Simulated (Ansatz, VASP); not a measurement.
# GaN: VASP beside Ansatz

```
Ga N
1.0
     3.18310    0.00000    0.00000
    -1.59155    2.75664    0.00000
     0.00000    0.00000    5.18358
Ga N
2 2
Direct
  0.66667 0.33333 0.49911
  0.33333 0.66667 0.99911
  0.66667 0.33333 0.87589
  0.33333 0.66667 0.37589
```

Alike in both runs: functional r2SCAN; k mesh 12 × 12 × 6; occupations gaussian, width 0.02 eV; no spin polarisation.

Ansatz relaxed the structure, and its values are those at the end. VASP's run is a single point on that final structure, the one shown.

```csv
,VASP,Ansatz
version,VASP 6.6.1,Ansatz 0.2.0
potentials or method,"VASP PAW PBE potentials, release 64 (Ga_d, N), cutoff 520 eV","scalar-relativistic, plane waves, PAW"
valence electrons in the cell,36,36
```

|  | VASP | Ansatz | Ansatz less VASP |
| --- | --- | --- | --- |
| gap on the k mesh at the Fermi level (eV) | 2.34 | 2.35 | +0.007 |
| least direct gap on the mesh (eV) | 2.34 | 2.35 | +0.007 |
| pressure (GPa) | 1.1 | 0.0 | -1.08 |
| rms of the force components (eV/Å) | 0.003 | 0.000 | -0.0030 |

VASP's potentials were made for PBE, not for r2SCAN. With one functional, cell and mesh, what is left measures potentials, basis and numerics.
